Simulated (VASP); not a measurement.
Input of a VASP 6.6.1 run:

File POSCAR:

```
Ge
1.0
    0.0000000000      2.8286800000      2.8286800000
    2.8286800000      0.0000000000      2.8286800000
    2.8286800000      2.8286800000      0.0000000000
Ge
2
Direct
    0.5000000000      0.5000000000      0.5000000000
    0.7500000000      0.7500000000      0.7500000000
```

The input INCAR.step1:

```
  PREC = Accurate
  ENCUT = 600
  ISMEAR = -1
  SIGMA = 0.05
  LREAL = False
  LASPH = True
  NELM = 80
  GGA = PE
  ALGO = Normal
  EDIFF = 1E-4
  LWAVE = True
  LCHARG = False
```

Contents of INCAR.step2:

```
  PREC = Accurate
  ENCUT = 600
  EDIFF = 1E-6
  ISMEAR = -1
  SIGMA = 0.05
  LREAL = False
  LASPH = True
  NELM = 80
  ALGO = Normal
  ISIF = 3
  LWAVE = False
  LCHARG = False
  METAGGA = R2SCAN
  LMIXTAU = True
  IBRION = 2
  NSW = 80
  EDIFFG = -0.01
  ISTART = 1
```

File KPOINTS:

```
Automatic mesh
0
Gamma
  5 5 5
```

Potentials or basis: VASP PAW PBE potentials, release 64 (Ge_d).

Run with:

```bash
$ cat potpaw_PBE.64/Ge_d/POTCAR > POTCAR
$ cp INCAR.step1 INCAR
$ mpirun -np 1 vasp_std > vasp.out
$ cp INCAR.step2 INCAR
$ mpirun -np 1 vasp_std > vasp.out
```

Q: Predict the relaxed volume.

A: 22.84 Å³/atom.

Q: Estimate the space group after relaxing (to 0.05 Å).

A: Fd-3m (No. 227).

Q: Estimate the relaxed cell.

A: a = 4.012 Å, b = 4.012 Å, c = 4.012 Å, α = 60.00°, β = 60.00°, γ = 60.00°.

Q: Predict the band gap on the k mesh.

A: 0.32 eV, direct.

Final structure:
```yaml
crystal:
  lattice:
    - [0.00000, 2.83723, 2.83723]
    - [2.83723, 0.00000, 2.83723]
    - [2.83723, 2.83723, 0.00000]
  atoms:
    - { symbol: Ge, position: [0.50000, 0.50000, 0.50000] }
    - { symbol: Ge, position: [0.75000, 0.75000, 0.75000] }
```

Caveat: the PAW data sets were made with another functional, which shifts forces and pressure a little. Zero-point motion and thermal expansion aren't in these numbers.
